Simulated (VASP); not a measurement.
# Mo (Fm-3m) in VASP: notebook, part 2 of 2

VASP 6.6.1. The steps go on from the part before.

## 3. Electric field gradients, PBE (volume scaled by 0.97)

The input, INCAR:

```
PREC = Accurate
ENCUT = 520
EDIFF = 1E-8
ISMEAR = -1
SIGMA = 0.08
LREAL = F
LASPH = T
NELM = 60
ALGO = Normal
ISIF = 2
LWAVE = F
LCHARG = F
GGA = PE
LEFG = T
NBANDS = 13
```

The input, KPOINTS:

```
Automatic mesh
0
Gamma
  17 17 17
```

The input, POSCAR:

```
Mo
1.0
    0.0000000000      1.9946450730      1.9946450730
    1.9946450730      0.0000000000      1.9946450730
    1.9946450730      1.9946450730      0.0000000000
Mo
1
Direct
    0.0000000000      0.0000000000      0.0000000000
```

Potentials or basis: VASP PAW PBE potentials, release 64 (Mo_sv).

The run is started by

```console
$ cat potpaw_PBE.64/Mo_sv/POTCAR > POTCAR
$ mpirun -np 1 vasp_std > vasp.out
```

OUTCAR:

```text
PREC = Accurate
   ENCUT = 520
   EDIFF = 1E-8
   ISMEAR = -1
   LREAL = F
   LASPH = T
   NELM = 60
   ISIF = 2
   GGA = PE

 ion  position               nearest neighbor table
   1  0.000  0.000  0.000-

  LATTYP: Found a face centered cubic cell.
 ALAT       =     3.9892901460

  Lattice vectors:

 A1 = (   0.0000000000,   1.9946450730,   1.9946450730)
 A2 = (   1.9946450730,   0.0000000000,   1.9946450730)
 A3 = (   1.9946450730,   1.9946450730,   0.0000000000)

Analysis of symmetry for initial positions (statically):
=====================================================================
 Subroutine PRICEL returns:
 Original cell was already a primitive cell.

 Routine SETGRP: Setting up the symmetry group for a
 face centered cubic supercell.

 Subroutine GETGRP returns: Found 48 space group operations
 (whereof 48 operations were pure point group operations)
 out of a pool of 48 trial point group operations.

The static configuration has the point symmetry O_h .

Analysis of symmetry for dynamics (positions and initial velocities):
=====================================================================
 Subroutine PRICEL returns:
 Original cell was already a primitive cell.

 Routine SETGRP: Setting up the symmetry group for a
 face centered cubic supercell.

 Subroutine GETGRP returns: Found 48 space group operations
 (whereof 48 operations were pure point group operations)
 out of a pool of 48 trial point group operations.

The dynamic configuration has the point symmetry O_h .

 Subroutine INISYM returns: Found 48 space group operations
 (whereof 48 operations are pure point group operations),
 and found     1 'primitive' translations

----------------------------------------------------------------------------------------

                                     Primitive cell

  volume of cell :      15.8718

  direct lattice vectors                    reciprocal lattice vectors
     0.000000000  1.994645073  1.994645073    -0.250671163  0.250671163  0.250671163
     1.994645073  0.000000000  1.994645073     0.250671163 -0.250671163  0.250671163
     1.994645073  1.994645073  0.000000000     0.250671163  0.250671163 -0.250671163

  length of vectors
     2.820854114  2.820854114  2.820854114     0.434175190  0.434175190  0.434175190

  position of ions in fractional coordinates (direct lattice)
     0.000000000  0.000000000  0.000000000

  ion indices of the primitive-cell ions
   primitive index   ion index
                 1           1

----------------------------------------------------------------------------------------

 KPOINTS: Automatic mesh

Automatic generation of k-mesh.
 Grid dimensions read from file:
 generate k-points for:   17   17   17

 Generating k-lattice:

  Cartesian coordinates                     Fractional coordinates (reciprocal lattice)
[... 65 lines left out ...]
   NFREE  =      0    steps in history (QN), initial steepest desc. (CG)
   ISIF   =      2    stress and relaxation
   ISYM   =      2    0-nonsym 1-usesym 2-fastsym
   POTIM  = 0.5000    time-step for ionic-motion
   TEBEG  =    0.0;   TEEND  =   0.0 temperature during run
   PSTRESS=    0.0 pullay stress
   NELECT =      14.0000    total number of electrons
   NUPDOWN=      -1.0000    fix difference up-down
   EMIN   =  10.00;   EMAX   =-10.00  energy-range for DOS
   EFERMI =   0.00;   METHOD = LEGACY
   ISMEAR =    -1;   SIGMA  =   0.08  broadening in eV -4-tet -1-fermi 0-gaus
   EFERMI_NEDOS =   21; number of points for ismear=-14 and -15
   IALGO  =     38    algorithm
   IMIX   =      4    mixing-type and parameters
     AMIX     =   0.40;   BMIX     =  1.00
     AMIX_MAG =   1.60;   BMIX_MAG =  1.00
  volume/ion in A,a.u.               =      15.87       107.11
  Fermi-wavevector in a.u.,A,eV,Ry     =   1.570032  2.966931 33.538375  2.465001
  Thomas-Fermi vector in A             =   2.671826
   LORBIT       =      0    0 simple, 1 ext, 2 COOP (PROOUT), +10 PAW based schemes
   GGA     = PE    functional components
   LHFCALC =     F    Hartree Fock is set to
   AEXX    =    0.0000 exact exchange contribution
   IVDW    =     0    specifies the selected vdW correction
   LEPSILON=     F    determine dielectric tensor
   LRPA    =     F    only Hartree local field effects (RPA)
 non-spin polarized calculation
  energy-cutoff  :      520.00
  volume of cell :       15.87
 maximum number of plane-waves:       444
 NGX is ok and might be reduce to    24
   NGX = 11   NGY = 11   NGZ = 11

 number of electron      14.0000000 magnetization

 Free energy of the ion-electron system (eV)
  ---------------------------------------------------
  ext. energy  EPLUGINS =         0.00000000
  ---------------------------------------------------
  free energy    TOTEN  =       -10.52401725 eV

  energy without entropy =      -10.49633692  energy(sigma->0) =      -10.51017709

 E-fermi :  11.9340     XC(G=0): -13.2855

 val. band max:       11.9180724604   @ k =  -0.4118   0.1765   0.0000
 cond. band min:      11.9353545851   @ k =   0.2353   0.1765   0.0000
 fundamental gap:      0.0172821247
 Fermi energy:        11.9339832746

 k-point     1 :       0.0000    0.0000    0.0000
  band No.  band energies     occupation
      1     -48.7725      2.00000
      2     -22.0961      2.00000
      3     -22.0961      2.00000
      4     -22.0961      2.00000
      5       5.1705      2.00000
      6      11.2081      1.99977
      7      11.2081      1.99977
      8      11.2081      1.99977
      9      13.9214      0.00000
     10      13.9214      0.00000
     11      25.0357      0.00000
     12      30.3384      0.00000
     13      30.3384      0.00000
[... 354 lines left out ...]
  band No.  band energies     occupation
      1     -48.7262      2.00000
      2     -22.3633      2.00000
      3     -22.1642      2.00000
      4     -22.1176      2.00000
      5       6.0201      2.00000
      6      10.6630      2.00000
      7      11.5577      1.98204
      8      11.5855      1.97467
      9      13.4232      0.00000
     10      13.9719      0.00000
     11      26.5793      0.00000
     12      28.1074      0.00000
     13      31.1632      0.00000

 [... further k-points ...]
[... 5 lines left out ...]
  --------------------------------------------------------------------------------------
  -------------------------------------------------------------------------------------
  Total        0.2921506      0.2921506      0.2921506     -0.0000000      0.0000000     -0.0000000
  in kB       29.4910641     29.4910641     29.4910641     -0.0000000      0.0000000     -0.0000000
  external PRESSURE =      29.4910641 kB  Pullay stress =       0.0000000 kB

 VOLUME and BASIS-vectors are now :
 -----------------------------------------------------------------------------
  energy-cutoff  :      520.00
  volume of cell :       15.87
      direct lattice vectors                 reciprocal lattice vectors
     0.000000000  1.994645073  1.994645073    -0.250671163  0.250671163  0.250671163
     1.994645073  0.000000000  1.994645073     0.250671163 -0.250671163  0.250671163
     1.994645073  1.994645073  0.000000000     0.250671163  0.250671163 -0.250671163

 POSITION                                       TOTAL-FORCE (eV/Angst)
 -----------------------------------------------------------------------------------
      0.00000      0.00000      0.00000        -0.000000     -0.000000      0.000000
 -----------------------------------------------------------------------------------
    total drift:                                0.000000      0.000000     -0.000000

  FREE ENERGIE OF THE ION-ELECTRON SYSTEM (eV)
  ---------------------------------------------------
  free  energy   TOTEN  =       -10.5240172516 eV

  energy  without entropy=      -10.4963369244  energy(sigma->0) =      -10.51017709

 Electric field gradients (V/A^2)
---------------------------------------------------------------------
 ion       V_xx      V_yy      V_zz      V_xy      V_xz      V_yz
---------------------------------------------------------------------
   1      -0.000     0.000    -0.000     0.000     0.000     0.000
---------------------------------------------------------------------

 Electric field gradients after diagonalization (V/A^2)
 (convention: |V_zz| > |V_xx| > |V_yy|)
----------------------------------------------------------------------
 ion       V_xx      V_yy      V_zz     asymmetry (V_yy - V_xx)/ V_zz
----------------------------------------------------------------------
   1      -0.000    -0.000     0.001       0.000
----------------------------------------------------------------------

           NMR quadrupolar parameters

 Cq : quadrupolar parameter    Cq=e*Q*V_zz/h
 eta: asymmetry parameters     (V_yy - V_xx)/ V_zz
 Q  : nuclear electric quadrupole moment in mb (millibarn)
----------------------------------------------------------------------
 ion       Cq(MHz)       eta       Q (mb)
----------------------------------------------------------------------
   1       0.000       0.000       1.000
----------------------------------------------------------------------
```

OSZICAR:

```text
N       E                     dE             d eps       ncg     rms          rms(c)
DAV:   1     0.935325989926E+02    0.93533E+02   -0.80919E+03  4314   0.111E+03
DAV:   2    -0.991888356283E+01   -0.10345E+03   -0.99677E+02  4865   0.311E+02
DAV:   3    -0.111196252022E+02   -0.12007E+01   -0.11960E+01  4770   0.333E+01
DAV:   4    -0.111225450466E+02   -0.29198E-02   -0.29195E-02  4835   0.197E+00
DAV:   5    -0.111225640564E+02   -0.19010E-04   -0.19010E-04  4900   0.142E-01    0.136E+01
DAV:   6    -0.105978392058E+02    0.52472E+00   -0.68220E-01  4390   0.992E+00    0.379E+00
DAV:   7    -0.105275915565E+02    0.70248E-01   -0.13189E-01  4780   0.414E+00    0.785E-01
DAV:   8    -0.105239801732E+02    0.36114E-02   -0.37221E-03  4435   0.771E-01    0.138E-01
DAV:   9    -0.105240065821E+02   -0.26409E-04   -0.10025E-04  5056   0.122E-01    0.652E-02
DAV:  10    -0.105240171004E+02   -0.10518E-04   -0.12428E-05  4465   0.412E-02    0.591E-03
DAV:  11    -0.105240174147E+02   -0.31435E-06   -0.10570E-07  4885   0.347E-03    0.101E-03
DAV:  12    -0.105240172377E+02    0.17699E-06   -0.56057E-09  3020   0.859E-04    0.521E-05
DAV:  13    -0.105240172498E+02   -0.12132E-07   -0.22832E-10  2425   0.193E-04    0.233E-05
DAV:  14    -0.105240172516E+02   -0.17919E-08   -0.24262E-11  2375   0.597E-05
   1 F= -.10524017E+02 E0= -.10510177E+02  d E =-.276803E-01
```

Wall time 11 s (1 thread of Intel Xeon 6975P-C (Granite Rapids), shared host); peak memory 0.16 GiB.

Results:

| Quantity | Value |
| --- | --- |
| Free energy | -10.5240 eV |
| Pressure | 2.9 GPa |
| Band gap on the k mesh | zero (band 7 reaches 15.87 eV, above the bottom of band 8 at 11.21 eV) |

Levels at points of the mesh, in eV from the Fermi level:
| k point | band 4 | band 5 | band 6 | band 7 | band 8 | band 9 | band 10 | band 11 |
| --- | --- | --- | --- | --- | --- | --- | --- | --- |
| (0.00, 0.00, 0.00) | -34.03 | -6.76 | -0.73 | -0.73 | -0.73 | 1.99 | 1.99 | 13.10 |

Caveat: the cell differs from its parent crystal (volume scaled by 0.97); without QUAD_EFG the Cq values of the log hold for a quadrupole moment of 1 mb, not for the nuclei.

## 4. Electric field gradients, PBE

This run uses another cell than the first one, of 16.36 Å³/atom, 1.063 times its volume.

INCAR, as its differences from that of step 3:

```diff
@@ -7,3 +7,3 @@
 LASPH = T
-NELM = 60
+NELM = 100
 ALGO = Normal
```

KPOINTS is that of step 3.

The input, POSCAR:

```
Mo
1.0
    0.0000000000      2.0150000000      2.0150000000
    2.0150000000      0.0000000000      2.0150000000
    2.0150000000      2.0150000000      0.0000000000
Mo
1
Direct
    0.0000000000      0.0000000000      0.0000000000
```

Potentials or basis: VASP PAW PBE potentials, release 64 (Mo_sv).

The run is started by

```console
$ cat potpaw_PBE.64/Mo_sv/POTCAR > POTCAR
$ mpirun -np 1 vasp_std > vasp.out
```

OUTCAR:

```text
PREC = Accurate
   ENCUT = 520
   EDIFF = 1E-8
   ISMEAR = -1
   LREAL = F
   LASPH = T
   NELM = 100
   ISIF = 2
   GGA = PE

 ion  position               nearest neighbor table
   1  0.000  0.000  0.000-

  LATTYP: Found a face centered cubic cell.
 ALAT       =     4.0300000000

  Lattice vectors:

 A1 = (   0.0000000000,   2.0150000000,   2.0150000000)
 A2 = (   2.0150000000,   0.0000000000,   2.0150000000)
 A3 = (   2.0150000000,   2.0150000000,   0.0000000000)

Analysis of symmetry for initial positions (statically):
=====================================================================
 Subroutine PRICEL returns:
 Original cell was already a primitive cell.

 Routine SETGRP: Setting up the symmetry group for a
 face centered cubic supercell.

 Subroutine GETGRP returns: Found 48 space group operations
 (whereof 48 operations were pure point group operations)
 out of a pool of 48 trial point group operations.

The static configuration has the point symmetry O_h .

Analysis of symmetry for dynamics (positions and initial velocities):
=====================================================================
 Subroutine PRICEL returns:
 Original cell was already a primitive cell.

 Routine SETGRP: Setting up the symmetry group for a
 face centered cubic supercell.

 Subroutine GETGRP returns: Found 48 space group operations
 (whereof 48 operations were pure point group operations)
 out of a pool of 48 trial point group operations.

The dynamic configuration has the point symmetry O_h .

 Subroutine INISYM returns: Found 48 space group operations
 (whereof 48 operations are pure point group operations),
 and found     1 'primitive' translations

[... 153 lines left out ...]
      5       4.7965      2.00000
      6      10.7842      1.99961
      7      10.7842      1.99961
      8      10.7842      1.99961
      9      13.3793      0.00000
     10      13.3793      0.00000
     11      24.5514      0.00000
     12      29.7063      0.00000
     13      29.7063      0.00000
[... 354 lines left out ...]
  band No.  band energies     occupation
      1     -49.2150      2.00000
      2     -22.8837      2.00000
      3     -22.7041      2.00000
      4     -22.6621      2.00000
      5       5.6203      2.00000
      6      10.2624      2.00000
      7      11.1210      1.97427
      8      11.1455      1.96523
      9      12.9091      0.00000
     10      13.4307      0.00000
     11      26.0308      0.00000
     12      27.4853      0.00000
     13      30.4749      0.00000

 [... further k-points ...]
[... 5 lines left out ...]
  --------------------------------------------------------------------------------------
  -------------------------------------------------------------------------------------
  Total       -0.4284880     -0.4284880     -0.4284880      0.0000000     -0.0000000      0.0000000
  in kB      -41.9560040    -41.9560040    -41.9560040      0.0000000     -0.0000000      0.0000000
  external PRESSURE =     -41.9560040 kB  Pullay stress =       0.0000000 kB

 VOLUME and BASIS-vectors are now :
 -----------------------------------------------------------------------------
  energy-cutoff  :      520.00
  volume of cell :       16.36
      direct lattice vectors                 reciprocal lattice vectors
     0.000000000  2.015000000  2.015000000    -0.248138958  0.248138958  0.248138958
     2.015000000  0.000000000  2.015000000     0.248138958 -0.248138958  0.248138958
     2.015000000  2.015000000  0.000000000     0.248138958  0.248138958 -0.248138958

 POSITION                                       TOTAL-FORCE (eV/Angst)
 -----------------------------------------------------------------------------------
      0.00000      0.00000      0.00000         0.000000      0.000000      0.000000
 -----------------------------------------------------------------------------------
    total drift:                                0.000000      0.000000     -0.000000

  FREE ENERGIE OF THE ION-ELECTRON SYSTEM (eV)
  ---------------------------------------------------
  free  energy   TOTEN  =       -10.5220473993 eV

  energy  without entropy=      -10.4929976513  energy(sigma->0) =      -10.50752253

 Electric field gradients (V/A^2)
---------------------------------------------------------------------
 ion       V_xx      V_yy      V_zz      V_xy      V_xz      V_yz
---------------------------------------------------------------------
   1       0.000    -0.000    -0.000     0.000     0.000     0.000
---------------------------------------------------------------------

 Electric field gradients after diagonalization (V/A^2)
 (convention: |V_zz| > |V_xx| > |V_yy|)
----------------------------------------------------------------------
 ion       V_xx      V_yy      V_zz     asymmetry (V_yy - V_xx)/ V_zz
----------------------------------------------------------------------
   1      -0.000    -0.000     0.000       0.000
----------------------------------------------------------------------

           NMR quadrupolar parameters

 Cq : quadrupolar parameter    Cq=e*Q*V_zz/h
 eta: asymmetry parameters     (V_yy - V_xx)/ V_zz
 Q  : nuclear electric quadrupole moment in mb (millibarn)
----------------------------------------------------------------------
 ion       Cq(MHz)       eta       Q (mb)
----------------------------------------------------------------------
   1       0.000       0.000       1.000
----------------------------------------------------------------------
```

OSZICAR:

```text
N       E                     dE             d eps       ncg     rms          rms(c)
DAV:   1     0.918156253165E+02    0.91816E+02   -0.79924E+03  4338   0.110E+03
DAV:   2    -0.100167143888E+02   -0.10183E+03   -0.98401E+02  4985   0.309E+02
DAV:   3    -0.111464963579E+02   -0.11298E+01   -0.11255E+01  4805   0.324E+01
DAV:   4    -0.111491489090E+02   -0.26526E-02   -0.26525E-02  4805   0.190E+00
DAV:   5    -0.111491667646E+02   -0.17856E-04   -0.17856E-04  4820   0.139E-01    0.127E+01
DAV:   6    -0.105958954390E+02    0.55327E+00   -0.73131E-01  4365   0.102E+01    0.332E+00
DAV:   7    -0.105256645764E+02    0.70231E-01   -0.13114E-01  4820   0.409E+00    0.839E-01
DAV:   8    -0.105220144735E+02    0.36501E-02   -0.38969E-03  4370   0.789E-01    0.151E-01
DAV:   9    -0.105220357273E+02   -0.21254E-04   -0.12228E-04  5029   0.135E-01    0.638E-02
DAV:  10    -0.105220472940E+02   -0.11567E-04   -0.13125E-05  4440   0.417E-02    0.581E-03
DAV:  11    -0.105220475704E+02   -0.27636E-06   -0.11568E-07  4930   0.348E-03    0.108E-03
DAV:  12    -0.105220473840E+02    0.18640E-06   -0.63633E-09  2980   0.907E-04    0.542E-05
DAV:  13    -0.105220473963E+02   -0.12294E-07   -0.27032E-10  2480   0.209E-04    0.221E-05
DAV:  14    -0.105220473993E+02   -0.30343E-08   -0.31298E-11  2305   0.655E-05
   1 F= -.10522047E+02 E0= -.10507523E+02  d E =-.290497E-01
```

Run time: 11 s. Hardware: 1 thread of Intel Xeon 6975P-C (Granite Rapids), shared host; peak memory 0.16 GiB.

Results:

```yaml
Free_energy: -10.5220 eV
Pressure: -4.2 GPa
Band_gap_on_the_k_mesh: zero (band 7 reaches 15.22 eV, above the bottom of band 8 at 10.78 eV)
```

Caveat: without QUAD_EFG the Cq values of the log hold for a quadrupole moment of 1 mb, not for the nuclei.

## 5. Overview

```csv
cell,gap on the mesh (eV),pressure (GPa)
"a = 2.792 Å, angles 60.0°, 1 atom",none,11.1
"a = 2.821 Å, angles 60.0°, 1 atom",none,2.9
"a = 2.850 Å, angles 60.0°, 1 atom",none,-4.2
```

Alike in all rows: task electric field gradients; level PBE; potentials or basis VASP PAW PBE potentials, release 64 (Mo_sv); no spin polarisation; k mesh 17 × 17 × 17; cutoff (eV) 520; smearing fermi-dirac 0.08 eV.

Total energies depend on the potentials used, so only differences within one code and one set of settings carry meaning.
